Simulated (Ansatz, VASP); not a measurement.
## HfN in VASP and in Ansatz

```xyz
2
Lattice="0.0000 2.1146 2.2738 2.2738 0.0000 2.2738 2.2738 2.1146 0.0000" Properties=species:S:1:pos:R:3 pbc="T T T"
Hf    0.0000    0.0042    0.0000
N     2.2738    2.0605    2.2738
```

Change from the starting cell: mode 5 frozen in at -0.058 Å, normal strain along y -0.0700.

Alike in both runs: task single point; functional PBE; k mesh 16 × 16 × 16; occupations gaussian, width 0.15 eV; no spin polarisation.

```csv
,VASP,Ansatz
version,VASP 6.6.1,Ansatz 0.2.0
potentials or method,"VASP PAW PBE potentials, release 64 (Hf_pv, N), cutoff 520 eV","scalar-relativistic, plane waves, PAW"
valence electrons in the cell,15,31
```

```csv
,VASP,Ansatz,Ansatz less VASP
gap on the k mesh at the Fermi level (eV),none,none,-
pressure (GPa),24.8,27.1,+2.34
"traceless stress, the component that is largest in VASP (GPa)",36.50,36.45,-0.052
rms of the force components (eV/Å),0.801,0.795,-0.0058
```

Atom by atom the forces differ by 0.006 eV/Å (rms over components). A gap of «none» marks a metal or a gap that the smearing closes. VASP's potentials hold 15 valence electrons a cell and Ansatz's 31, so a difference there can come from the potentials and not from the codes.

Neither program's run includes spin-orbit coupling.
